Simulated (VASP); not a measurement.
Input of a VASP 6.6.1 run:

INCAR

```
SYSTEM = NiO
ALGO = Normal
EDIFF = 1E-6
ENCUT = 520
GGA = PE
ISIF = 2
ISMEAR = 0
ISPIN = 2
LASPH = .TRUE.
LCHARG = .FALSE.
LMAXMIX = 4
LORBIT = 11
LREAL = .FALSE.
LWAVE = .FALSE.
MAGMOM = 1.63 0.42
NBANDS = 19
NELM = 150
PREC = Accurate
SIGMA = 0.1
```

KPOINTS

```
k-points
0
G
  22 22 22
  0 0 0
```

The input POSCAR:

```
NiO
1.0
    0.0000000000      2.2406275000      2.2406275000
    2.2406275000      0.0000000000      2.2406275000
    2.2406275000      2.2406275000      0.0000000000
Ni O
1 1
Direct
    0.0000000000      0.0000000000      0.0000000000
    0.7500000000      0.7500000000      0.7500000000
```

Potentials or basis: VASP PAW PBE potentials, release 64 (Ni, O).

The run is started by

```bash
$ cat potpaw_PBE.64/Ni/POTCAR potpaw_PBE.64/O/POTCAR > POTCAR
$ mpirun -np 1 vasp_std > vasp.out
```

Estimate the pressure.

0.3 GPa.

What does it give for the net moment?

1.91 μB per cell.

What does it give for the site moments?

Ni +1.50; O +0.36 μB.

Caveat: a cell with one magnetic atom can't hold antiferromagnetic order, which such compounds often take.
